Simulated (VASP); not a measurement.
Input of a VASP 6.6.1 run:

POSCAR

```
ZnO
1.0
    0.0000000000      2.1337704597      2.2566756382
    2.1337704597      0.0000000000      2.2566756382
    2.1337704597      2.1337704597      0.0000000000
Zn O
1 1
Direct
    0.0000000000      0.0000000000      0.0000000000
    0.5000000000      0.5000000000      0.5000000000
```

File INCAR.step1:

```
SYSTEM = ZnO
PREC     = Accurate       ! precision mode
ENCUT    = 520            ! plane-wave cutoff, eV
ISMEAR   = 0              ! smearing method
SIGMA    = 0.01           ! smearing width, eV
LREAL    = .False.        ! projectors in reciprocal space
LASPH    = .True.         ! aspherical terms in the spheres
NELM     = 100            ! most SCF steps
NBANDS   = 16             ! bands
GGA      = PE             ! functional
ALGO     = Normal         ! electronic algorithm
EDIFF    = 1E-4           ! SCF threshold, eV
LWAVE    = .True.         ! write WAVECAR
LCHARG   = .False.        ! write CHGCAR
```

File INCAR.step2:

```
SYSTEM = ZnO
PREC     = Accurate       ! precision mode
ENCUT    = 520            ! plane-wave cutoff, eV
EDIFF    = 1E-7           ! SCF threshold, eV
ISMEAR   = 0              ! smearing method
SIGMA    = 0.01           ! smearing width, eV
LREAL    = .False.        ! projectors in reciprocal space
LASPH    = .True.         ! aspherical terms in the spheres
NELM     = 100            ! most SCF steps
ALGO     = Normal         ! electronic algorithm
ISIF     = 2              ! what is computed and relaxed
LWAVE    = .False.        ! write WAVECAR
LCHARG   = .False.        ! write CHGCAR
METAGGA  = R2SCAN         ! meta-GGA
LMIXTAU  = .True.       
NBANDS   = 16             ! bands
ISTART   = 1
```

KPOINTS

```
regular mesh
0
Gamma
  10 10 10
  0 0 0
```

Potentials or basis: VASP PAW PBE potentials, release 64 (Zn, O).

Command:

```sh
$ cat potpaw_PBE.64/Zn/POTCAR potpaw_PBE.64/O/POTCAR > POTCAR
$ cp INCAR.step1 INCAR
$ mpirun -np 1 vasp_std > vasp.out
$ cp INCAR.step2 INCAR
$ mpirun -np 1 vasp_std > vasp.out
```

(1) What does it give for the band gap on the k mesh?

(2) Estimate the pressure.

## Answers

(1) 1.14 eV, indirect (least direct gap 2.38 eV).

(2) -7.6 GPa.

Caveat: the cell differs from its parent crystal (uniaxial z strain +5.8%); the PAW data sets were made with another functional, which shifts forces and pressure a little.
